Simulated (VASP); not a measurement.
# SrTiO3 (Pm-3m) in VASP: notebook, part 2 of 2

VASP 6.6.1.

## Step 4: Single point, LDA

This run uses another cell than the first one, of 11.57 Å³/atom, 1.020 times its volume.

The input, INCAR:

```
SYSTEM = SrTiO3
PREC = Accurate
ENCUT = 520
EDIFF = 1E-7
ISMEAR = 0
SIGMA = 0.01
LREAL = .False.
LASPH = .True.
NELM = 60
ALGO = Normal
ISIF = 2
LWAVE = .False.
LCHARG = .True.
GGA = CA
LELF = .True.
LVHAR = .True.
NBANDS = 28
```

The input, KPOINTS:

```
Automatic mesh
0
Gamma
  6 6 6
  0 0 0
```

The input, POSCAR:

```
SrTiO3
1.0
    3.8671987873      0.0000000000      0.0000000000
    0.0000000000      3.8671987873      0.0000000000
    0.0000000000      0.0000000000      3.8671987873
Sr Ti O
1 1 3
Direct
    0.5000000000      0.5000000000      0.5000000000
    0.0000000000      0.0000000000      0.0000000000
    0.5000000000      0.0000000000      0.0000000000
    0.0000000000      0.5000000000      0.0000000000
    0.0000000000      0.0000000000      0.5000000000
```

Potentials or basis: VASP PAW LDA potentials, release 64 (Sr_sv, Ti_sv, O).

Launch:

```bash
$ cat potpaw_LDA.64/Sr_sv/POTCAR potpaw_LDA.64/Ti_sv/POTCAR potpaw_LDA.64/O/POTCAR > POTCAR
$ mpirun -np 1 vasp_std > vasp.out
```

OUTCAR:

```text
SYSTEM = SrTiO3
   PREC = Accurate
   ENCUT = 520
   EDIFF = 1E-7
   ISMEAR = 0
   LREAL = .False.
   LASPH = .True.
   NELM = 60
   ISIF = 2
   GGA = CA

 ion  position               nearest neighbor table
   1  0.500  0.500  0.500-   3 2.73   4 2.73   5 2.73   3 2.73   4 2.73   3 2.73   5 2.73   3 2.73
                             4 2.73   5 2.73   4 2.73   5 2.73   2 3.35   2 3.35   2 3.35   2 3.35
   2  0.000  0.000  0.000-   3 1.93   4 1.93   5 1.93   5 1.93   4 1.93   3 1.93   1 3.35   1 3.35
                             1 3.35   1 3.35   1 3.35   1 3.35   1 3.35   1 3.35
[... 821 lines left out ...]
  -------------------------------------------------------------------------------------
  Total       -0.3368457     -0.3368457     -0.3368457      0.0000000     -0.0000000      0.0000000
  in kB       -9.3315140     -9.3315140     -9.3315140      0.0000000     -0.0000000      0.0000000
  external PRESSURE =      -9.3315140 kB  Pullay stress =       0.0000000 kB

 VOLUME and BASIS-vectors are now :
 -----------------------------------------------------------------------------
  energy-cutoff  :      520.00
  volume of cell :       57.83
      direct lattice vectors                 reciprocal lattice vectors
     3.867198787  0.000000000  0.000000000     0.258585104  0.000000000  0.000000000
     0.000000000  3.867198787  0.000000000     0.000000000  0.258585104  0.000000000
     0.000000000  0.000000000  3.867198787     0.000000000  0.000000000  0.258585104

 POSITION                                       TOTAL-FORCE (eV/Angst)
 -----------------------------------------------------------------------------------
      1.93360      1.93360      1.93360         0.000000      0.000000      0.000000
      0.00000      0.00000      0.00000         0.000000      0.000000      0.000000
      1.93360      0.00000      0.00000         0.000000      0.000000      0.000000
      0.00000      1.93360      0.00000         0.000000      0.000000      0.000000
      0.00000      0.00000      1.93360         0.000000      0.000000      0.000000
 -----------------------------------------------------------------------------------
    total drift:                                0.000000     -0.000000      0.000000

  FREE ENERGIE OF THE ION-ELECTRON SYSTEM (eV)
  ---------------------------------------------------
  free  energy   TOTEN  =       -44.1765777830 eV

  energy  without entropy=      -44.1765777830  energy(sigma->0) =      -44.17657778
```

OSZICAR:

```text
N       E                     dE             d eps       ncg     rms          rms(c)
DAV:   1     0.412151943797E+03    0.41215E+03   -0.20796E+04  1120   0.155E+03
DAV:   2    -0.144124291054E+02   -0.42656E+03   -0.40672E+03  1276   0.432E+02
DAV:   3    -0.520158951882E+02   -0.37603E+02   -0.37303E+02  1284   0.131E+02
DAV:   4    -0.540601705020E+02   -0.20443E+01   -0.20387E+01  1904   0.252E+01
DAV:   5    -0.540996320070E+02   -0.39462E-01   -0.39450E-01  1428   0.278E+00    0.278E+01
DAV:   6    -0.444029721173E+02    0.96967E+01   -0.51169E+01  1548   0.647E+01    0.168E+01
DAV:   7    -0.443037665375E+02    0.99206E-01   -0.73633E+00  1424   0.211E+01    0.117E+01
DAV:   8    -0.442933646785E+02    0.10402E-01   -0.17108E+00  1304   0.138E+01    0.314E+00
DAV:   9    -0.441841293437E+02    0.10924E+00   -0.42374E-01  1316   0.677E+00    0.102E+00
DAV:  10    -0.441824627010E+02    0.16666E-02   -0.84932E-02  1528   0.203E+00    0.710E-01
DAV:  11    -0.441765979373E+02    0.58648E-02   -0.26762E-02  1644   0.156E+00    0.111E-01
DAV:  12    -0.441765823062E+02    0.15631E-04   -0.18759E-03  1344   0.521E-01    0.777E-02
DAV:  13    -0.441765932482E+02   -0.10942E-04   -0.37747E-04  1496   0.190E-01    0.433E-02
DAV:  14    -0.441765809443E+02    0.12304E-04   -0.35879E-05  1496   0.540E-02    0.187E-02
DAV:  15    -0.441765778607E+02    0.30836E-05   -0.19069E-05  1616   0.316E-02    0.787E-03
DAV:  16    -0.441765777489E+02    0.11179E-06   -0.25281E-06  1280   0.186E-02    0.214E-03
DAV:  17    -0.441765777830E+02   -0.34049E-07   -0.16002E-07  1004   0.277E-03
   1 F= -.44176578E+02 E0= -.44176578E+02  d E =-.698324E-41
```

stdout:

```text
POSCAR found type information on POSCAR SrTiO
 POSCAR found :  3 types and       5 ions
 scaLAPACK will be used
 LDA part: xc-table for (Slater(with rela. corr.)+CA(PZ))
 , standard interpolation
 POSCAR, INCAR and KPOINTS ok, starting setup
 FFT: planning ... GRIDC
 FFT: planning ... GRID_SOFT
 FFT: planning ... GRID
 WAVECAR not read
 entering main loop
```

Run time: 61 s. Hardware: 1 thread of Intel Xeon 8259CL, shared host; peak memory 0.17 GiB.

Results:

```
Free energy            : -44.1766 eV
Pressure               : -0.9 GPa
Band gap on the k mesh : 1.80 eV, indirect (least direct gap 2.14 eV)
```

A k mesh can miss the band edges.

## Step 5: Single point, LDA

This run uses another cell than the first one, of 11.24 Å³/atom, 0.991 times its volume.

The input, INCAR:

```
SYSTEM = SrTiO3
PREC     = Accurate       ! precision mode
ENCUT    = 910            ! plane-wave cutoff, eV
EDIFF    = 1E-6           ! SCF threshold, eV
ISMEAR   = 0              ! smearing method
SIGMA    = 0.01           ! smearing width, eV
LREAL    = .False.        ! projectors in reciprocal space
LASPH    = .True.         ! aspherical terms in the spheres
NELM     = 120            ! most SCF steps
ALGO     = Normal         ! electronic algorithm
ISIF     = 2              ! what is computed and relaxed
LWAVE    = .False.        ! write WAVECAR
LCHARG   = .False.        ! write CHGCAR
NBANDS   = 28             ! bands
GGA_COMPAT= .False.
```

KPOINTS is that of step 4.

POSCAR: that of step 4 with these lines changed.

```diff
@@ -2,5 +2,5 @@
 1.0
-    3.8671987873      0.0000000000      0.0000000000
-    0.0000000000      3.8671987873      0.0000000000
-    0.0000000000      0.0000000000      3.8671987873
+    3.8298550291      0.0000000000      0.0000000000
+    0.0000000000      3.8298550291      0.0000000000
+    0.0000000000      0.0000000000      3.8298550291
 Sr Ti O
```

Potentials or basis: VASP PAW LDA potentials, release 64 (Sr_sv, Ti_sv, O_h).

Launch:

```bash
$ cat potpaw_LDA.64/Sr_sv/POTCAR potpaw_LDA.64/Ti_sv/POTCAR potpaw_LDA.64/O_h/POTCAR > POTCAR
$ mpirun -np 1 vasp_std > vasp.out
```

OUTCAR:

```text
SYSTEM = SrTiO3
   PREC = Accurate
   ENCUT = 910
   EDIFF = 1E-6
   ISMEAR = 0
   LREAL = .False.
   LASPH = .True.
   NELM = 120
   ISIF = 2

 ion  position               nearest neighbor table
   1  0.500  0.500  0.500-   3 2.71   4 2.71   5 2.71   3 2.71   4 2.71   3 2.71   5 2.71   3 2.71
                             4 2.71   5 2.71   4 2.71   5 2.71   2 3.32   2 3.32   2 3.32   2 3.32
   2  0.000  0.000  0.000-   3 1.91   4 1.91   5 1.91   5 1.91   4 1.91   3 1.91   1 3.32   1 3.32
                             1 3.32   1 3.32   1 3.32   1 3.32   1 3.32   1 3.32
   3  0.500  0.000  0.000-   2 1.91   2 1.91   1 2.71   1 2.71   1 2.71   1 2.71
   4  0.000  0.500  0.000-   2 1.91   2 1.91   1 2.71   1 2.71   1 2.71   1 2.71
   5  0.000  0.000  0.500-   2 1.91   2 1.91   1 2.71   1 2.71   1 2.71   1 2.71

  LATTYP: Found a simple cubic cell.
 ALAT       =     3.8298550291

  Lattice vectors:

 A1 = (   3.8298550291,   0.0000000000,   0.0000000000)
 A2 = (   0.0000000000,   3.8298550291,   0.0000000000)
 A3 = (   0.0000000000,   0.0000000000,   3.8298550291)

Analysis of symmetry for initial positions (statically):
=====================================================================
 Subroutine PRICEL returns:
 Original cell was already a primitive cell.

 Routine SETGRP: Setting up the symmetry group for a
 simple cubic supercell.

 Subroutine GETGRP returns: Found 48 space group operations
 (whereof 48 operations were pure point group operations)
 out of a pool of 48 trial point group operations.

The static configuration has the point symmetry O_h .

Analysis of symmetry for dynamics (positions and initial velocities):
=====================================================================
 Subroutine PRICEL returns:
 Original cell was already a primitive cell.

 Routine SETGRP: Setting up the symmetry group for a
 simple cubic supercell.

 Subroutine GETGRP returns: Found 48 space group operations
 (whereof 48 operations were pure point group operations)
[... 123 lines left out ...]
     AMIX_MAG =   1.60;   BMIX_MAG =  1.00
  volume/ion in A,a.u.               =      11.24        75.82
  Fermi-wavevector in a.u.,A,eV,Ry     =   1.461883  2.762558 29.077020  2.137101
  Thomas-Fermi vector in A             =   2.578162
   LORBIT       =      0    0 simple, 1 ext, 2 COOP (PROOUT), +10 PAW based schemes
   GGA     = CA    functional components
   LHFCALC =     F    Hartree Fock is set to
   AEXX    =    0.0000 exact exchange contribution
   IVDW    =     0    specifies the selected vdW correction
   LEPSILON=     F    determine dielectric tensor
   LRPA    =     F    only Hartree local field effects (RPA)
 non-spin polarized calculation
 Gauss-broadening in eV      SIGMA  =   0.01
  energy-cutoff  :      910.00
  volume of cell :       56.18
 maximum number of plane-waves:      3532
 NGX is ok and might be reduce to    40
   NGX = 19   NGY = 19   NGZ = 19

 number of electron      40.0000004 magnetization

 Free energy of the ion-electron system (eV)
  ---------------------------------------------------
  ext. energy  EPLUGINS =         0.00000000
  ---------------------------------------------------
  free energy    TOTEN  =       -44.17974371 eV

  energy without entropy =      -44.17974371  energy(sigma->0) =      -44.17974371

 E-fermi :   4.8850     XC(G=0): -12.1067

 val. band max:        4.7880558619   @ k =   0.5000   0.5000   0.5000
 cond. band min:       6.6389425095   @ k =   0.0000   0.0000   0.0000
 fundamental gap:      1.8508866475
 Fermi energy:         4.8849933863

 k-point     1 :       0.0000    0.0000    0.0000
  band No.  band energies     occupation
      1     -50.6998      2.00000
      2     -27.5367      2.00000
      3     -27.3950      2.00000
      4     -27.3950      2.00000
      5     -27.3950      2.00000
      6     -12.5533      2.00000
[... 609 lines left out ...]
     27      13.8785      0.00000
     28      13.8785      0.00000

------------------------ aborting loop because EDIFF is reached ----------------------------------------

  FORCE on cell =-STRESS in cart. coord.  units (eV):
  Direction    XX          YY          ZZ          XY          YZ          ZX
  --------------------------------------------------------------------------------------
  -------------------------------------------------------------------------------------
  Total        1.7017931      1.7017931      1.7017931      0.0000000     -0.0000000      0.0000000
  in kB       48.5367094     48.5367094     48.5367094      0.0000000     -0.0000000      0.0000000
  external PRESSURE =      48.5367094 kB  Pullay stress =       0.0000000 kB

 VOLUME and BASIS-vectors are now :
 -----------------------------------------------------------------------------
  energy-cutoff  :      910.00
  volume of cell :       56.18
      direct lattice vectors                 reciprocal lattice vectors
     3.829855029  0.000000000  0.000000000     0.261106489  0.000000000  0.000000000
     0.000000000  3.829855029  0.000000000     0.000000000  0.261106489  0.000000000
     0.000000000  0.000000000  3.829855029     0.000000000  0.000000000  0.261106489

 POSITION                                       TOTAL-FORCE (eV/Angst)
 -----------------------------------------------------------------------------------
      1.91493      1.91493      1.91493         0.000000      0.000000      0.000000
      0.00000      0.00000      0.00000         0.000000      0.000000      0.000000
      1.91493      0.00000      0.00000         0.000000      0.000000      0.000000
      0.00000      1.91493      0.00000         0.000000      0.000000      0.000000
      0.00000      0.00000      1.91493         0.000000      0.000000      0.000000
 -----------------------------------------------------------------------------------
    total drift:                                0.000000      0.000000     -0.000000

  FREE ENERGIE OF THE ION-ELECTRON SYSTEM (eV)
  ---------------------------------------------------
  free  energy   TOTEN  =       -44.1797437067 eV

  energy  without entropy=      -44.1797437067  energy(sigma->0) =      -44.17974371
```

OSZICAR:

```text
N       E                     dE             d eps       ncg     rms          rms(c)
DAV:   1     0.576384762207E+03    0.57638E+03   -0.29137E+04  1120   0.237E+03
DAV:   2     0.471527310518E+02   -0.52923E+03   -0.50523E+03  1180   0.557E+02
DAV:   3    -0.477081171687E+02   -0.94861E+02   -0.89940E+02  1436   0.191E+02
DAV:   4    -0.537237894157E+02   -0.60157E+01   -0.59830E+01  1628   0.477E+01
DAV:   5    -0.539205161328E+02   -0.19673E+00   -0.19655E+00  1688   0.771E+00    0.292E+01
DAV:   6    -0.442572103389E+02    0.96633E+01   -0.48798E+01  1644   0.654E+01    0.170E+01
DAV:   7    -0.442839995078E+02   -0.26789E-01   -0.73848E+00  1500   0.202E+01    0.125E+01
DAV:   8    -0.442770878162E+02    0.69117E-02   -0.16699E+00  1364   0.139E+01    0.302E+00
DAV:   9    -0.441910247210E+02    0.86063E-01   -0.37873E-01  1396   0.649E+00    0.130E+00
DAV:  10    -0.441876810741E+02    0.33436E-02   -0.13723E-01  1488   0.265E+00    0.901E-01
DAV:  11    -0.441803294655E+02    0.73516E-02   -0.23950E-02  1736   0.130E+00    0.299E-01
DAV:  12    -0.441797786515E+02    0.55081E-03   -0.36742E-03  1388   0.469E-01    0.103E-01
DAV:  13    -0.441797670587E+02    0.11593E-04   -0.11532E-03  1668   0.202E-01    0.608E-02
DAV:  14    -0.441797519890E+02    0.15070E-04   -0.17195E-04  1504   0.154E-01    0.478E-02
DAV:  15    -0.441797493353E+02    0.26536E-05   -0.19848E-05  1504   0.275E-02    0.354E-02
DAV:  16    -0.441797442389E+02    0.50964E-05   -0.13191E-05  1404   0.513E-02    0.116E-02
DAV:  17    -0.441797437067E+02    0.53220E-06   -0.46070E-06  1200   0.144E-02
   1 F= -.44179744E+02 E0= -.44179744E+02  d E =-.121324E-44
```

stdout:

```text
POSCAR found type information on POSCAR SrTiO
 POSCAR found :  3 types and       5 ions
 scaLAPACK will be used
 LDA part: xc-table for (Slater(with rela. corr.)+CA(PZ))
 , standard interpolation
 POSCAR, INCAR and KPOINTS ok, starting setup
 FFT: planning ... GRIDC
 FFT: planning ... GRID_SOFT
 FFT: planning ... GRID
 WAVECAR not read
 entering main loop
```

It took 53 s on 1 thread of Intel Xeon Platinum 8375C at 2.90GHz (Ice Lake), shared host; peak memory 0.25 GiB.

Results:

- Free energy: -44.1797 eV
- Pressure: 4.9 GPa
- Band gap on the k mesh: 1.85 eV, indirect (least direct gap 2.16 eV)

Levels at points of the mesh, in eV from the valence-band top:
| k point | band 16 | band 17 | band 18 | band 19 | band 20 | band 21 | band 22 | band 23 | band 24 | band 25 |
| --- | --- | --- | --- | --- | --- | --- | --- | --- | --- | --- |
| (0.00, 0.00, 0.00) | -1.29 | -1.29 | -0.31 | -0.31 | -0.31 | 1.85 | 1.85 | 1.85 | 4.73 | 4.73 |
| (0.50, 0.00, 0.00) | -2.55 | -2.55 | -2.24 | -0.72 | -0.72 | 2.06 | 4.05 | 4.05 | 4.80 | 7.18 |
| (0.50, 0.50, 0.00) | -3.15 | -1.68 | -1.64 | -1.64 | -0.11 | 4.06 | 4.06 | 4.52 | 5.86 | 8.11 |
| (0.50, 0.50, 0.50) | -3.94 | -3.94 | 0.00 | 0.00 | 0.00 | 4.81 | 4.81 | 4.81 | 7.08 | 7.08 |

Caveat: the cutoff is under 1.25 times the usual one of these potentials, so pressure, stress and relaxed cells hold a basis-set (Pulay) error. A k mesh can miss the band edges.

## Step 6: Summary

```tsv
potentials or basis	cell	cutoff (eV)	second run	gap on the mesh (eV)	pressure (GPa)
VASP PAW LDA potentials, release 64 (Sr_sv, Ti_sv, O)	a = 3.842 Å, 5 atoms	520	-	1.83	3.1
VASP PAW LDA potentials, release 64 (Sr_sv, Ti_sv, O)	a = 3.867 Å, 5 atoms	520	-	1.80	-0.9
VASP PAW LDA potentials, release 64 (Sr_sv, Ti_sv, O_h)	a = 3.830 Å, 5 atoms	910	hard_potentials	1.85	4.9
```

Alike in all rows: task single point; level LDA; no spin polarisation; k mesh 6 × 6 × 6; smearing gaussian 0.01 eV.

Caveats: the cutoff is under 1.25 times the usual one of these potentials, so pressure, stress and relaxed cells hold a basis-set (Pulay) error (some runs).

Total energies depend on the potentials used, so only differences within one code and one set of settings carry meaning.
